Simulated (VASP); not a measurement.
FeO (Wuestite):

```
CELL_PARAMETERS angstrom
0.00000 2.19851 2.15540
2.19851 0.00000 2.15540
2.19851 2.19851 0.00000
ATOMIC_POSITIONS crystal
Fe 0.00000 0.00000 0.00000
O 0.50000 0.50000 0.50000
```

Base run:

```yaml
Program: VASP 6.6.1
Functional: PBEsol
Potentials_or_basis: VASP PAW PBE potentials, release 64 (Fe_sv, O)
Cutoff: 600 eV
k_mesh: 9 × 9 × 9
Occupations: fermi-dirac, width 0.05 eV
Spin: collinear spin, ferromagnetic start
Starting_moments: "[3.0, 0.0] μB"
```

Its results: band gap on the k mesh zero (filled and empty bands overlap); pressure -16.7 GPa; net moment 4.00 μB per cell; site moments Fe +3.47; O +0.29 μB.

**Question.** The run is repeated on the same cell with these changes: potentials or basis from VASP PAW PBE potentials, release 64 (Fe_sv, O) to VASP PAW PBE potentials, release 64 (Fe, O); cutoff from 600 eV to 520 eV; further incar settings from ALGO = Normal; EDIFF = 1e-06; NBANDS = 22 to ALGO = Normal; EDIFF = 1e-06; NBANDS = 18; valence electrons from 22 to 14. What comes out?

**Answer.** Band gap on the k mesh zero (filled and empty bands overlap); pressure -14.4 GPa; net moment 4.00 μB per cell; site moments Fe +3.62; O +0.30 μB.

Caveats: the PAW data sets were made with another functional, which shifts forces and pressure a little; a cell with one magnetic atom can't hold antiferromagnetic order, which such compounds often take; semilocal functionals often make such compounds metallic where correlation or magnetic order opens a gap, which also shifts bond lengths.
